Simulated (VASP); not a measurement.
Crystal: SnSe.

```xyz
8
Lattice="11.7393 0.0000 0.0000 0.0000 4.1295 0.0000 0.0000 0.0000 4.6881" Properties=species:S:1:pos:R:3 pbc="T T T"
Sn    7.2912    3.0971    1.7745
Sn   10.3177    1.0324    4.1186
Sn    4.4481    1.0324    2.9135
Sn    1.4216    3.0971    0.5695
Se    1.7424    1.0324    2.3890
Se    7.6120    1.0324    4.6431
Se    4.1273    3.0971    0.0450
Se    9.9969    3.0971    2.2991
```

Base run:

```yaml
Program: VASP 6.6.1
Functional: r2SCAN
Potentials_or_basis: VASP PAW PBE potentials, release 64 (Sn_d, Se)
Cutoff: 520 eV
k_mesh: 2 × 6 × 6
Occupations: gaussian, width 0.01 eV
Spin: no spin polarisation
```

Its results: band gap on the k mesh 1.04 eV (least direct gap 1.38 eV); pressure 0.0 GPa; largest force 0.023 eV/Å.

Question: The run is repeated on the same cell with these changes: functional from r2SCAN to PBE; occupations from gaussian, width 0.01 eV to fermi-dirac, width 0.02 eV. What comes out?

Answer: Band gap on the k mesh 0.76 eV (least direct gap 1.08 eV); pressure 1.2 GPa; largest force 0.249 eV/Å.

Caveats: spin-orbit coupling is left out, which moves the levels of the heavy elements; the PAW data sets were made with another functional, which shifts forces and pressure a little (at least some runs).

A k mesh can miss the band edges.
